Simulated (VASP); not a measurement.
# CdSb2C (P-4m2) in VASP: settings compared

Aim: see how the results for CdSb2C move with the level of theory and the settings. Levels: PBE, HSE06. Tasks: single point.

All numbers are computed with VASP 6.6.1; they aren't measurements. Logs are shortened: lines on timing, memory, paths and dates and some standing lists are left out, and cuts for length are marked.

## Step 1: The cell of the first run

It takes space group P-4m2 (No. 115, tetragonal). Conventional cell: a = 3.833 Å, b = 3.833 Å, c = 6.604 Å, α = 90.00°, β = 90.00°, γ = 90.00°. Within 3.9 Å of Cd (site symmetry -4m2) lie 4 Sb at 2.81 Å and 4 Cd at 3.83 Å. Within 3.0 Å of Sb (site symmetry 2mm) lie 2 C at 2.29 Å and 2 Cd at 2.81 Å. C (site symmetry -4m2) has 4 Sb at 2.29 Å within 3.0 Å.

## Step 2: Single point, PBE

INCAR reads:

```
ALGO = Normal
EDIFF = 1E-7
ENCUT = 520
GGA = PE
ISIF = 2
ISMEAR = -1
LASPH = True
LCHARG = False
LREAL = False
LWAVE = False
NBANDS = 21
NELM = 100
PREC = Accurate
SIGMA = 0.02
```

KPOINTS reads:

```
k-points
0
Gamma
  4 4 4
```

POSCAR reads:

```
CdSb2C
1.0
    3.8334338938      0.0000000000      0.0000000000
    0.0000000000      3.8334338938      0.0000000000
    0.0000000000      0.0000000000      6.6035399915
Cd Sb C
1 2 1
Direct
    0.0000000000      0.0000000000      0.0000000000
    0.0000000000      0.5000000000      0.3114037710
    0.5000000000      0.0000000000      0.6885962290
    0.5000000000      0.5000000000      0.5000000000
```

Potentials or basis: VASP PAW PBE potentials, release 64 (Cd, Sb, C).

The run is started by

```sh
cat potpaw_PBE.64/Cd/POTCAR potpaw_PBE.64/Sb/POTCAR potpaw_PBE.64/C/POTCAR > POTCAR
mpirun -np 1 vasp_std > vasp.out
```

OUTCAR:

```text
EDIFF = 1E-7
   ENCUT = 520
   GGA = PE
   ISIF = 2
   ISMEAR = -1
   LASPH = True
   LREAL = False
   NELM = 100
   PREC = Accurate

 ion  position               nearest neighbor table
   1  0.000  0.000  0.000-   2 2.81   3 2.81   2 2.81   3 2.81
   2  0.000  0.500  0.311-   4 2.29   4 2.29   1 2.81   1 2.81   3 3.68   3 3.68   3 3.68   3 3.68

   3  0.500  0.000  0.689-   4 2.29   4 2.29   1 2.81   1 2.81   2 3.68   2 3.68   2 3.68   2 3.68

   4  0.500  0.500  0.500-   2 2.29   3 2.29   3 2.29   2 2.29

  LATTYP: Found a simple tetragonal cell.
 ALAT       =     3.8334338938
 C/A-ratio  =     1.7226174168

  Lattice vectors:

 A1 = (   3.8334338938,   0.0000000000,   0.0000000000)
 A2 = (   0.0000000000,   3.8334338938,   0.0000000000)
 A3 = (   0.0000000000,   0.0000000000,   6.6035399915)

Analysis of symmetry for initial positions (statically):
=====================================================================
 Subroutine PRICEL returns:
 Original cell was already a primitive cell.

 Routine SETGRP: Setting up the symmetry group for a
 simple tetragonal supercell.

 Subroutine GETGRP returns: Found  8 space group operations
 (whereof  8 operations were pure point group operations)
 out of a pool of 16 trial point group operations.

The static configuration has the point symmetry D_2d.

Analysis of symmetry for dynamics (positions and initial velocities):
=====================================================================
 Subroutine PRICEL returns:
 Original cell was already a primitive cell.

 Routine SETGRP: Setting up the symmetry group for a
 simple tetragonal supercell.

 Subroutine GETGRP returns: Found  8 space group operations
 (whereof  8 operations were pure point group operations)
 out of a pool of 16 trial point group operations.

The dynamic configuration has the point symmetry D_2d.

 Subroutine INISYM returns: Found  8 space group operations
 (whereof  8 operations are pure point group operations),
 and found     1 'primitive' translations

----------------------------------------------------------------------------------------

                                     Primitive cell

  volume of cell :      97.0404

  direct lattice vectors                    reciprocal lattice vectors
     3.833433894  0.000000000  0.000000000     0.260862722  0.000000000  0.000000000
     0.000000000  3.833433894  0.000000000     0.000000000  0.260862722  0.000000000
     0.000000000  0.000000000  6.603539991     0.000000000  0.000000000  0.151433928

  length of vectors
     3.833433894  3.833433894  6.603539991     0.260862722  0.260862722  0.151433928

  position of ions in fractional coordinates (direct lattice)
     0.000000000  0.000000000  0.000000000
     0.000000000  0.500000000  0.311403771
     0.500000000  0.000000000  0.688596229
     0.500000000  0.500000000  0.500000000

  ion indices of the primitive-cell ions
   primitive index   ion index
                 1           1
                 2           2
                 3           3
                 4           4

----------------------------------------------------------------------------------------

 KPOINTS: k-points

Automatic generation of k-mesh.
 Grid dimensions read from file:
 generate k-points for:    4    4    4

 Generating k-lattice:

  Cartesian coordinates                     Fractional coordinates (reciprocal lattice)
     0.065215680  0.000000000  0.000000000     0.250000000  0.000000000  0.000000000
     0.000000000  0.065215680  0.000000000     0.000000000  0.250000000  0.000000000
     0.000000000  0.000000000  0.037858482     0.000000000  0.000000000  0.250000000

  Length of vectors
     0.065215680  0.065215680  0.037858482

  Shift w.r.t. Gamma in fractional coordinates (k-lattice)
     0.000000000  0.000000000  0.000000000

 Subroutine IBZKPT returns following result:
 ===========================================

 Found     18 irreducible k-points:

 Following reciprocal coordinates:
            Coordinates               Weight
  0.000000  0.000000  0.000000      1.000000
  0.250000  0.000000  0.000000      4.000000
  0.500000  0.000000  0.000000      2.000000
  0.250000  0.250000  0.000000      4.000000
  0.500000  0.250000  0.000000      4.000000
  0.500000  0.500000  0.000000      1.000000
[... 10 lines left out ...]
  0.500000  0.250000  0.500000      4.000000
  0.500000  0.500000  0.500000      1.000000
   k-points           NKPTS =     18   k-points in BZ     NKDIM =     18   number of bands    NBANDS=     21
   number of dos      NEDOS =    301   number of ions     NIONS =      4
   total plane-waves  NPLWV =  45000
   dimension x,y,z NGX =    30 NGY =   30 NGZ =   50
   dimension x,y,z NGXF=    60 NGYF=   60 NGZF=  100
   ions per type =               1   2   1
   NGX,Y,Z   is equivalent  to a cutoff of  13.01, 13.01, 12.59 a.u.
   NGXF,Y,Z  is equivalent  to a cutoff of  26.02, 26.02, 25.18 a.u.
 SYSTEM =  unknown system
   PREC   = accura    normal or accurate (medium, high low for compatibility)
   ISTART =      0    job   : 0-new  1-cont  2-samecut
   ICHARG =      2    charge: 1-file 2-atom 10-const
   ISPIN  =      1    spin polarized calculation?
   LNONCOLLINEAR =      F non collinear calculations
   LSORBIT =      F    spin-orbit coupling
   LASPH  =      T    aspherical Exc in radial PAW
   ENCUT  =  520.0 eV  38.22 Ry    6.18 a.u.   7.13  7.13 12.28*2*pi/ulx,y,z
   NELM   =    100;   NELMIN=  2; NELMDL= -5     # of ELM steps
   EDIFF  = 0.1E-06   stopping-criterion for ELM
   LREAL  =      F    real-space projection
   EDIFFG = 0.1E-05   stopping-criterion for IOM
   NSW    =      0    number of steps for IOM
   IBRION =     -1    ionic relax: 0-MD 1-quasi-New 2-CG
   NFREE  =      0    steps in history (QN), initial steepest desc. (CG)
   ISIF   =      2    stress and relaxation
   ISYM   =      2    0-nonsym 1-usesym 2-fastsym
   POTIM  = 0.5000    time-step for ionic-motion
   TEBEG  =    0.0;   TEEND  =   0.0 temperature during run
   PSTRESS=    0.0 pullay stress
   NELECT =      26.0000    total number of electrons
   NUPDOWN=      -1.0000    fix difference up-down
   EMIN   =  10.00;   EMAX   =-10.00  energy-range for DOS
   EFERMI =   0.00;   METHOD = LEGACY
   ISMEAR =    -1;   SIGMA  =   0.02  broadening in eV -4-tet -1-fermi 0-gaus
   EFERMI_NEDOS =   21; number of points for ismear=-14 and -15
   IALGO  =     38    algorithm
   IMIX   =      4    mixing-type and parameters
     AMIX     =   0.40;   BMIX     =  1.00
     AMIX_MAG =   1.60;   BMIX_MAG =  1.00
  volume/ion in A,a.u.               =      24.26       163.72
  Fermi-wavevector in a.u.,A,eV,Ry     =   1.055395  1.994407 15.154966  1.113859
  Thomas-Fermi vector in A             =   2.190592
   LORBIT       =      0    0 simple, 1 ext, 2 COOP (PROOUT), +10 PAW based schemes
   GGA     = PE    functional components
   LHFCALC =     F    Hartree Fock is set to
   AEXX    =    0.0000 exact exchange contribution
   IVDW    =     0    specifies the selected vdW correction
   LEPSILON=     F    determine dielectric tensor
   LRPA    =     F    only Hartree local field effects (RPA)
 non-spin polarized calculation
  energy-cutoff  :      520.00
  volume of cell :       97.04
 maximum number of plane-waves:      2633
 NGX is ok and might be reduce to    30
   NGX = 15   NGY = 15   NGZ = 25

 number of electron      25.9999998 magnetization

 Free energy of the ion-electron system (eV)
  ---------------------------------------------------
  ext. energy  EPLUGINS =         0.00000000
  ---------------------------------------------------
  free energy    TOTEN  =       -15.21919596 eV

  energy without entropy =      -15.21685859  energy(sigma->0) =      -15.21802728

 E-fermi :   5.9820     XC(G=0):  -9.6049

 val. band max:        5.9426883670   @ k =   0.0000   0.0000   0.2500
 cond. band min:       5.9939483650   @ k =   0.5000   0.5000   0.0000
 fundamental gap:      0.0512599980
 Fermi energy:         5.9819526404

 k-point     1 :       0.0000    0.0000    0.0000
  band No.  band energies     occupation
      1      -8.2389      2.00000
      2      -4.7223      2.00000
      3      -3.7303      2.00000
      4      -3.7303      2.00000
      5      -3.7290      2.00000
      6      -3.5397      2.00000
[... 13 lines left out ...]
     20      11.9406      0.00000
     21      13.0160      0.00000

 k-point     2 :       0.2500    0.0000    0.0000
  band No.  band energies     occupation
      1      -7.7807      2.00000
      2      -4.7370      2.00000
      3      -3.8570      2.00000
      4      -3.7652      2.00000
      5      -3.7218      2.00000
      6      -3.5798      2.00000
[... 13 lines left out ...]
     20      12.3763      0.00000
     21      12.7981      0.00000

 k-point     3 :       0.5000    0.0000    0.0000
  band No.  band energies     occupation
      1      -7.0463      2.00000
      2      -5.0681      2.00000
      3      -4.1953      2.00000
      4      -3.7982      2.00000
      5      -3.7133      2.00000
      6      -3.6191      2.00000
[... 13 lines left out ...]
     20      11.1102      0.00000
     21      12.4730      0.00000

 k-point     4 :       0.2500    0.2500    0.0000
  band No.  band energies     occupation
      1      -7.3164      2.00000
      2      -4.6679      2.00000
      3      -3.9500      2.00000
      4      -3.7393      2.00000
      5      -3.6883      2.00000
      6      -3.6259      2.00000
[... 13 lines left out ...]
     20      11.1749      0.00000
     21      12.3354      0.00000

 k-point     5 :       0.5000    0.2500    0.0000
  band No.  band energies     occupation
      1      -6.5549      2.00000
      2      -4.8292      2.00000
      3      -4.2328      2.00000
      4      -3.7671      2.00000
      5      -3.6743      2.00000
      6      -3.6300      2.00000
[... 13 lines left out ...]
     20      11.0714      0.00000
     21      12.9005      0.00000

 k-point     6 :       0.5000    0.5000    0.0000
  band No.  band energies     occupation
      1      -5.6323      2.00000
      2      -4.6332      2.00000
      3      -4.6332      2.00000
      4      -3.7169      2.00000
      5      -3.7070      2.00000
      6      -3.4900      2.00000
[... 13 lines left out ...]
     20      11.1976      0.00000
     21      13.6801      0.00000

 k-point     7 :       0.0000    0.0000    0.2500
  band No.  band energies     occupation
      1      -8.1986      2.00000
      2      -4.9225      2.00000
      3      -3.8625      2.00000
      4      -3.7334      2.00000
      5      -3.7334      2.00000
      6      -3.6480      2.00000
[... 13 lines left out ...]
     20      11.4027      0.00000
     21      12.3680      0.00000
[... 147 lines left out ...]
      1      -7.7192      2.00000
      2      -4.9354      2.00000
      3      -3.9262      2.00000
      4      -3.7776      2.00000
      5      -3.7256      2.00000
      6      -3.5795      2.00000
[... 13 lines left out ...]
     20      11.8044      0.00000
     21      12.3847      0.00000

 k-point    15 :       0.5000    0.0000    0.5000
  band No.  band energies     occupation
      1      -7.0552      2.00000
      2      -4.9714      2.00000
      3      -4.0229      2.00000
      4      -3.7744      2.00000
      5      -3.7146      2.00000
      6      -3.6186      2.00000
[... 13 lines left out ...]
     20      11.6532      0.00000
     21      12.1638      0.00000

 k-point    16 :       0.2500    0.2500    0.5000
  band No.  band energies     occupation
      1      -7.2702      2.00000
      2      -4.7747      2.00000
      3      -3.9392      2.00000
      4      -3.7468      2.00000
      5      -3.6919      2.00000
      6      -3.6384      2.00000
[... 13 lines left out ...]
     20      11.7853      0.00000
     21      12.2798      0.00000

 k-point    17 :       0.5000    0.2500    0.5000
  band No.  band energies     occupation
      1      -6.5616      2.00000
      2      -4.7953      2.00000
      3      -4.1217      2.00000
      4      -3.7216      2.00000
      5      -3.6898      2.00000
      6      -3.6312      2.00000
[... 13 lines left out ...]
     20      11.2855      0.00000
     21      12.2234      0.00000

 k-point    18 :       0.5000    0.5000    0.5000
  band No.  band energies     occupation
      1      -5.6118      2.00000
      2      -4.6674      2.00000
      3      -4.6674      2.00000
      4      -3.7549      2.00000
      5      -3.6852      2.00000
      6      -3.4912      2.00000
[... 13 lines left out ...]
     20       9.9196      0.00000
     21       9.9196      0.00000

------------------------ aborting loop because EDIFF is reached ----------------------------------------

  FORCE on cell =-STRESS in cart. coord.  units (eV):
  Direction    XX          YY          ZZ          XY          YZ          ZX
  --------------------------------------------------------------------------------------
  -------------------------------------------------------------------------------------
  Total        0.8854753      0.8854753      1.0208185      0.0000000      0.0000000      0.0000000
  in kB       14.6195589     14.6195589     16.8541307      0.0000000      0.0000000      0.0000000
  external PRESSURE =      15.3644162 kB  Pullay stress =       0.0000000 kB

 VOLUME and BASIS-vectors are now :
 -----------------------------------------------------------------------------
  energy-cutoff  :      520.00
  volume of cell :       97.04
      direct lattice vectors                 reciprocal lattice vectors
     3.833433894  0.000000000  0.000000000     0.260862722  0.000000000  0.000000000
     0.000000000  3.833433894  0.000000000     0.000000000  0.260862722  0.000000000
     0.000000000  0.000000000  6.603539991     0.000000000  0.000000000  0.151433928

 POSITION                                       TOTAL-FORCE (eV/Angst)
 -----------------------------------------------------------------------------------
      0.00000      0.00000      0.00000        -0.000000      0.000000      0.000000
      0.00000      1.91672      2.05637         0.000000      0.000000      0.575965
      1.91672      0.00000      4.54717         0.000000     -0.000000     -0.575965
      1.91672      1.91672      3.30177         0.000000      0.000000      0.000000
 -----------------------------------------------------------------------------------
    total drift:                                0.000000     -0.000000      0.000000

  FREE ENERGIE OF THE ION-ELECTRON SYSTEM (eV)
  ---------------------------------------------------
  free  energy   TOTEN  =       -15.2191959591 eV

  energy  without entropy=      -15.2168585922  energy(sigma->0) =      -15.21802728
```

Run time: 35 s. Hardware: 1 thread of Intel Xeon Platinum 8259CL at 2.50GHz (Skylake/Cascade Lake), shared host; peak memory 0.22 GiB.

Results:

| Quantity | Value |
| --- | --- |
| Free energy | -15.2192 eV |
| Pressure | 1.5 GPa |
| Largest force | 0.576 eV/Å |
| Band gap on the k mesh | zero (bands 13 and 14 overlap by 0.10 eV) |

Forces in eV/Å, atoms in the order of the input:
```
Cd   0.000  0.000  0.000
Sb   0.000  0.000  0.576
Sb   0.000  0.000 -0.576
C    0.000  0.000  0.000
```

Caveat: the k points lie up to 0.41 Å⁻¹ apart; semilocal functionals underestimate gaps, and a narrow one can read as zero; spin-orbit coupling is left out, which moves the levels of the heavy elements.

[end of part 1 of 2]

The gap in the log of VASP goes by the Fermi energy; the results here count the filled bands.